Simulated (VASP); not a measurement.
# Al3Cu (P4/mmm) in VASP: a series of runs, part 2 of 2

VASP 6.6.1. The steps go on from the part before.

**4. Single point, r2SCAN**

This run uses another cell than the first one, of 14.60 Å³/atom.

Input file POSCAR:

```
Al3Cu
1.0
    2.7795777828      0.0000000000      0.0000000000
    0.0000000000      2.7795777828      0.0000000000
    0.0000000000      0.0000000000      7.5577261170
Al Cu
3 1
Direct
    0.0000000000      0.0000000000      0.5000000000
    0.5000000000      0.5000000000      0.2241315466
    0.5000000000      0.5000000000      0.7758684534
    0.0000000000      0.0000000000      0.0000000000
```

Input file INCAR.step1:

```
ALGO     = Normal         # electronic algorithm
EDIFF    = 1E-4           # SCF threshold, eV
ENCUT    = 520            # plane-wave cutoff, eV
GGA      = PE             # functional
ISMEAR   = 0              # smearing method
LASPH    = True           # aspherical terms in the spheres
LCHARG   = False          # write CHGCAR
LREAL    = False          # projectors in reciprocal space
LWAVE    = True           # write WAVECAR
NBANDS   = 18             # bands
NELM     = 80             # most SCF steps
PREC     = Accurate       # precision mode
SIGMA    = 0.1            # smearing width, eV
```

Input file INCAR.step2:

```
ALGO     = Normal         # electronic algorithm
EDIFF    = 1E-7           # SCF threshold, eV
ENCUT    = 520            # plane-wave cutoff, eV
ISIF     = 2              # what is computed and relaxed
ISMEAR   = 0              # smearing method
ISTART   = 1            
LASPH    = True           # aspherical terms in the spheres
LCHARG   = False          # write CHGCAR
LMIXTAU  = True         
LREAL    = False          # projectors in reciprocal space
LWAVE    = False          # write WAVECAR
METAGGA  = R2SCAN         # meta-GGA
NBANDS   = 18             # bands
NELM     = 80             # most SCF steps
PREC     = Accurate       # precision mode
SIGMA    = 0.1            # smearing width, eV
```

Input file KPOINTS:

```
k-points
0
Gamma
  6 6 4
```

Command:

```
> cat potpaw_PBE.64/Al/POTCAR potpaw_PBE.64/Cu/POTCAR > POTCAR
> cp INCAR.step1 INCAR
> mpirun -np 1 vasp_std > vasp.out
> cp INCAR.step2 INCAR
> mpirun -np 1 vasp_std > vasp.out
```

Wall time 55 s (1 thread of Intel Xeon 6975P-C (Granite Rapids), shared host); peak memory 0.19 GiB.

The run converged. Its results:

| Item | Value |
| --- | --- |
| Free energy | -31.4595 eV |
| Pressure | -0.2 GPa |
| Largest force | 0.017 eV/Å |
| Band gap on the k mesh | zero (bands 10 and 11 overlap by 6.40 eV) |

Forces on the atoms (eV/Å):
```
Al   0.000  0.000  0.000
Al   0.000  0.000  0.017
Al   0.000  0.000 -0.017
Cu   0.000  0.000  0.000
```

Levels at points of the mesh, in eV from the Fermi level:
| k point | band 6 | band 7 | band 8 | band 9 | band 10 | band 11 | band 12 | band 13 |
| --- | --- | --- | --- | --- | --- | --- | --- | --- |
| (0.00, 0.00, 0.00) | -3.66 | -3.66 | -3.27 | -1.79 | 0.77 | 6.71 | 7.19 | 7.19 |
| (0.50, 0.00, 0.00) | -4.25 | -3.75 | -3.70 | -3.55 | -2.34 | -1.83 | 2.95 | 4.22 |
| (0.50, 0.50, 0.00) | -2.64 | -2.64 | -0.44 | -0.26 | 0.25 | 0.25 | 0.58 | 0.58 |
| (0.00, 0.00, 0.50) | -3.66 | -3.66 | -3.59 | -3.27 | 4.57 | 6.12 | 6.71 | 7.76 |
| (0.50, 0.00, 0.50) | -4.34 | -3.75 | -3.55 | -2.68 | -0.96 | -0.87 | 0.21 | 1.07 |
| (0.50, 0.50, 0.50) | -1.84 | -1.84 | -1.73 | -1.73 | -0.48 | -0.45 | 0.71 | 2.03 |

Caveat: the k points lie up to 0.38 Å⁻¹ apart, too coarse for converged energies and pressures of a metal; the PAW data sets were made with another functional, which shifts forces and pressure a little.

**5. Single point, r2SCAN**

This run uses another cell than the first one, of 14.60 Å³/atom.

Input file POSCAR:

```
Al3Cu
1.0
    2.7700810486      0.0000000000      0.0000000000
    0.0000000000      2.7700810486      0.0000000000
    0.0000000000      0.0000000000      7.6123114096
Al Cu
3 1
Direct
    0.0000000000      0.0000000000      0.5000000000
    0.5000000000      0.5000000000      0.2225633006
    0.5000000000      0.5000000000      0.7774366994
    0.0000000000      0.0000000000      0.0000000000
```

Input file INCAR.step1:

```
ALGO = Normal ; EDIFF = 1E-4
ENCUT = 520 ; GGA = PE
ISMEAR = 0 ; LASPH = True
LCHARG = False ; LREAL = False
LWAVE = True ; NBANDS = 18
NELM = 80 ; PREC = Accurate
SIGMA = 0.1
```

Input file INCAR.step2:

```
ALGO = Normal ; EDIFF = 1E-6
ENCUT = 520 ; ISIF = 2
ISMEAR = 0 ; ISTART = 1
LASPH = True ; LCHARG = True
LELF = True ; LMIXTAU = True
LREAL = False ; LVHAR = True
LWAVE = False ; METAGGA = R2SCAN
NBANDS = 18 ; NELM = 80
PREC = Accurate ; SIGMA = 0.1
```

Input file KPOINTS:

```
k-points
0
Gamma
  8 8 4
```

Command:

```
> cat potpaw_PBE.64/Al/POTCAR potpaw_PBE.64/Cu/POTCAR > POTCAR
> cp INCAR.step1 INCAR
> mpirun -np 1 vasp_std > vasp.out
> cp INCAR.step2 INCAR
> mpirun -np 1 vasp_std > vasp.out
```

It took 74 s on 1 thread of Intel Xeon 6975P-C (Granite Rapids), shared host; peak memory 0.21 GiB.

It converged, with:

```
Free energy            : -31.3713 eV
Pressure               : -0.2 GPa
Largest force          : 0.021 eV/Å
Band gap on the k mesh : zero (bands 10 and 11 overlap by 6.14 eV)
```

Forces in eV/Å, atoms in the order of the input:
```
Al   0.000  0.000  0.000
Al   0.000  0.000  0.021
Al   0.000  0.000 -0.021
Cu   0.000  0.000  0.000
```

Levels at points of the mesh, in eV from the Fermi level:
| k point | band 7 | band 8 | band 9 | band 10 | band 11 | band 12 | band 13 | band 14 |
| --- | --- | --- | --- | --- | --- | --- | --- | --- |
| (0.00, 0.00, 0.00) | -3.76 | -3.36 | -2.04 | 0.48 | 6.68 | 7.21 | 7.21 | 8.32 |
| (0.50, 0.00, 0.00) | -3.85 | -3.83 | -3.65 | -2.47 | -1.93 | 2.73 | 4.04 | 4.25 |
| (0.50, 0.50, 0.00) | -2.71 | -0.48 | -0.32 | 0.14 | 0.14 | 0.48 | 0.48 | 0.66 |
| (0.00, 0.00, 0.50) | -3.76 | -3.74 | -3.36 | 4.21 | 5.79 | 6.68 | 7.79 | 7.79 |
| (0.50, 0.00, 0.50) | -3.85 | -3.65 | -2.77 | -1.12 | -1.08 | 0.06 | 0.89 | 9.05 |
| (0.50, 0.50, 0.50) | -1.94 | -1.80 | -1.80 | -0.52 | -0.50 | 0.64 | 1.97 | 3.42 |

Caveat: the PAW data sets were made with another functional, which shifts forces and pressure a little.

**6. Summary**

```csv
task,cell,k mesh,cutoff (eV),gap on the mesh (eV),pressure (GPa),largest force (eV/Å)
single point,"a = 2.784, b = 2.784, c = 7.500 Å, 4 atoms, atomic positions A",6 × 6 × 2,520,none,-0.3,0.02
relaxation of cell and atoms,"relaxed from a = 2.778, b = 2.778, c = 7.513 Å, 4 atoms, atomic positions B",2 × 2 × 1,600,none,0.0,-
single point,"a = 2.780, b = 2.780, c = 7.558 Å, 4 atoms, atomic positions A",6 × 6 × 4,520,none,-0.2,0.02
single point,"a = 2.770, b = 2.770, c = 7.612 Å, 4 atoms, atomic positions A",8 × 8 × 4,520,none,-0.2,0.02
```

Alike in all rows: level r2SCAN; potentials or basis VASP PAW PBE potentials, release 64 (Al, Cu); no spin polarisation; smearing gaussian 0.1 eV.

Caveats: some runs use coarse meshes; the PAW data sets were made with another functional, which shifts forces and pressure a little; a cell axis changed by over 15 % at a fixed basis, so the end point is rough (at least some runs).

Total energies depend on the potentials used, so only differences within one code and one set of settings carry meaning.
